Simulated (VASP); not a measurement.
Wanted: the native input for a VASP 6.6.1 run.

| Property | Result |
| --- | --- |
| Task | single point |
| Functional | PBEsol |
| Potentials or basis | VASP PAW PBE potentials, release 64 (Cu) |
| Cutoff | 520 eV |
| k mesh | 20 × 20 × 20 |
| Occupations | gaussian, width 0.1 eV |
| Spin | no spin polarisation |
| Dipole correction | no |
| Further INCAR settings | ALGO = Fast; EDIFF = 1e-07; NBANDS = 12 |

The structure of Cu lies in POSCAR:

```
Cu
1.0
    0.0000000000      1.7817965409      1.7817965409
    1.7817965409      0.0000000000      1.7817965409
    1.7817965409      1.7817965409      0.0000000000
Cu
1
Direct
    0.0000000000      0.0000000000      0.0000000000
```

One way to write it, as run:

INCAR

```
SYSTEM = Cu
ALGO = Fast
EDIFF = 1E-7
ENCUT = 520
GGA = PS
ISIF = 2
ISMEAR = 0
LASPH = .True.
LCHARG = .False.
LREAL = .False.
LWAVE = .False.
NBANDS = 12
NELM = 80
PREC = Accurate
SIGMA = 0.1
```

KPOINTS

```
k-points
0
Gamma
  20 20 20
  0 0 0
```

Potentials or basis: VASP PAW PBE potentials, release 64 (Cu).

Launch:

```sh
$ cat potpaw_PBE.64/Cu/POTCAR > POTCAR
$ mpirun -np 1 vasp_std > vasp.out
```

It gave:

```yaml
Pressure: 0.8 GPa
```

Caveat: the PAW data sets were made with another functional, which shifts forces and pressure a little.

It took 17 s on 1 thread of Intel(R) Xeon(R) 6975P-C (Granite Rapids), on a shared host, peak memory 0.15 GiB.
